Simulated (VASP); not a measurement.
A run of VASP 6.6.1 is set up as follows.

The input INCAR:

```
PREC = Accurate
ENCUT = 520
EDIFF = 1E-7
ISMEAR = -1
SIGMA = 0.08
LREAL = F
LASPH = T
NELM = 60
ALGO = Normal
ISIF = 2
LWAVE = F
LCHARG = T
GGA = PE
LELF = T
LVHAR = T
NBANDS = 11
```

File KPOINTS:

```
regular mesh
0
Gamma
  17 17 17
```

File POSCAR:

```
Hf
1.0
   -1.3594644759      1.3594644759      1.3594644759
    1.3594644759     -1.3594644759      1.3594644759
    1.3594644759      1.3594644759     -1.3594644759
Hf
1
Direct
    0.0000000000      0.0000000000      0.0000000000
```

Potentials or basis: VASP PAW PBE potentials, release 64 (Hf_pv).

Launch:

```sh
$ cat potpaw_PBE.64/Hf_pv/POTCAR > POTCAR
$ mpirun -np 1 vasp_std > vasp.out
```

Q: Predict the band gap on the k mesh.

A: Zero (band 5 reaches 13.51 eV, above the bottom of band 6 at 10.02 eV).

Q: What does it give for the pressure?

A: 323.1 GPa.

Caveat: spin-orbit coupling is left out, which moves the levels of the heavy elements.
